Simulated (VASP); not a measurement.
Input of a VASP 6.6.1 run:

Contents of INCAR:

```
PREC = Accurate
ENCUT = 520
EDIFF = 1E-6
ISMEAR = 0
SIGMA = 0.01
LREAL = Auto
LASPH = True
NELM = 80
ALGO = Normal
ISIF = 2
LWAVE = False
LCHARG = True
GGA = PE
LELF = True
LVHAR = True
NBANDS = 157
```

The input KPOINTS:

```
Automatic mesh
0
Gamma
  1 1 1
  0.25 0.25 0.25
```

Contents of POSCAR:

```
Li8LaNb7O23
1.0
    2.5949501400      1.4981951600      4.6722232500
   -5.1899002700      2.9963903200      9.3444465000
    0.0000000000     -5.9927806400      9.3444465000
Li Nb O La
8 7 23 1
Direct
    0.7202064539      0.3558967122      0.3589398325
    0.1761107220      0.1145374772      0.1375837026
    0.7100180750      0.3621256078      0.8608286385
    0.2327658597      0.1099010027      0.6071246862
    0.7221343632      0.8518906238      0.3713774104
    0.2185966756      0.6068991722      0.1143678851
    0.7747933054      0.8185741319      0.8518645022
    0.2042874752      0.6042239581      0.6104293607
    0.9831754888      0.4955544928      0.5076495662
    0.5022024196      0.2473742815      0.2493168979
    0.9973763465      0.4973954804      1.0057615704
    0.9957160811      1.0070492080      0.5019852400
    0.5045222910      0.7443311505      0.2542497455
    0.9807078298      0.9859126375      1.0174703946
    0.5004239198      0.7490391426      0.7518097083
    0.2735100788      0.3224653683      0.4416862943
    0.6410941315      0.4431613677      0.1399230159
    0.8709174418      0.1412547963      0.3262260423
    0.4177456884      0.0621672776      0.3774261424
    0.8096442477      0.1931704535      0.0671134374
    0.1410568444      0.3894364531      0.1969767142
    0.2871079303      0.3140674205      0.9629871057
    0.6227498411      0.4513768388      0.6302205549
    1.0277000040      0.1347649096      0.8162482308
    0.8381362899      0.1909597365      0.5448404888
    0.0862593079      0.4198564405      0.6828930377
    0.2807466914      0.8324778995      0.4273411158
    0.6047139608      0.9704264018      0.0909093233
    0.8728528666      0.6571369649      0.3124286237
    0.3821640582      0.5751859484      0.3810550709
    0.7809956942      0.6922761882      0.0689770020
    0.1347455076      0.8948572314      0.1861078710
    0.2877342275      0.8154691675      0.9505478654
    0.6447604269      0.9445059798      0.6505193191
    0.8957778217      0.6340867885      0.8206948327
    0.3898302973      0.5720013536      0.8888277619
    0.7596730071      0.7074132703      0.5674086426
    0.1333421430      0.8933533841      0.7015444687
    0.4742405935      0.2244471750      0.7681917666
```

Potentials or basis: VASP PAW PBE potentials, release 64 (Li_sv, Nb_sv, O, La).

Launch:

```console
$ cat potpaw_PBE.64/Li_sv/POTCAR potpaw_PBE.64/Nb_sv/POTCAR potpaw_PBE.64/O/POTCAR potpaw_PBE.64/La/POTCAR > POTCAR
$ mpirun -np 1 vasp_std > vasp.out
```

Estimate the largest force.

0.062 eV/Å.

What does it give for the band gap on the k mesh?

3.46 eV.

Forces on the atoms (eV/Å):
```
Li  -0.005 -0.002 -0.002
Li   0.002  0.015 -0.003
Li   0.004 -0.002 -0.013
Li  -0.004 -0.002 -0.010
Li  -0.001  0.006 -0.014
Li   0.003  0.003 -0.003
Li  -0.013  0.004  0.007
Li  -0.004  0.000 -0.002
Nb  -0.014  0.024  0.020
Nb   0.004  0.004  0.053
Nb   0.012  0.017  0.029
Nb  -0.009  0.020  0.013
Nb  -0.012  0.018  0.024
Nb   0.011 -0.026  0.028
Nb   0.003  0.023  0.042
O    0.008  0.013 -0.017
O    0.001 -0.017 -0.017
O   -0.008 -0.019 -0.004
O   -0.011 -0.017 -0.016
O   -0.006 -0.013 -0.012
O   -0.002  0.010 -0.012
O    0.015  0.009 -0.010
O    0.011 -0.015 -0.019
O    0.002  0.017  0.017
O    0.008 -0.021  0.010
O    0.017  0.007  0.017
O    0.004  0.004 -0.012
O    0.006 -0.030 -0.015
O    0.007 -0.027  0.004
O   -0.003 -0.008 -0.015
O   -0.002 -0.021  0.001
O    0.013  0.014  0.003
O   -0.002  0.000 -0.016
O    0.021  0.001  0.002
O    0.000 -0.006 -0.014
O   -0.007 -0.016 -0.014
O    0.013 -0.016 -0.005
O   -0.014  0.008 -0.017
La  -0.048  0.039 -0.005
```

Caveat: the k points lie up to 1.14 Å⁻¹ apart, too coarse for converged energies, forces and pressures; spin-orbit coupling is left out, which moves the levels of the heavy elements.
